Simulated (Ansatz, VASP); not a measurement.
**Two plane-wave programs on Cu3N**

```xyz
4
Lattice="3.7212 0.0000 0.0000 0.0000 3.7212 0.0000 0.0000 0.0000 3.7212" Properties=species:S:1:pos:R:3 pbc="T T T"
Cu    1.8606    0.0000    0.0000
Cu    0.0000    1.8606    0.0000
Cu    0.0000    0.0000    1.8606
N     0.0000    0.0000    0.0000
```

Alike in both runs: functional LDA; k mesh 6 × 6 × 6; occupations fermi-dirac, width 0.05 eV; no spin polarisation.

Ansatz relaxed the structure, and its values are those at the end. VASP's run is a single point on that final structure, the one shown.

```csv
,VASP,Ansatz
version,VASP 6.6.1,Ansatz 0.2.0
potentials or method,"VASP PAW LDA potentials, release 64 (Cu, N)","plane waves, PAW"
plane-wave cutoff (eV),600,420
valence electrons in the cell,38,62
```

|  | VASP | Ansatz | Ansatz less VASP |
| --- | --- | --- | --- |
| pressure (GPa) | 1.0 | 0.0 | -1.05 |

LDA's correlation is that of Perdew and Zunger in VASP and of Perdew and Wang (1992) in Ansatz. VASP's potentials hold 38 valence electrons a cell and Ansatz's 62, so a difference there can come from the potentials and not from the codes.
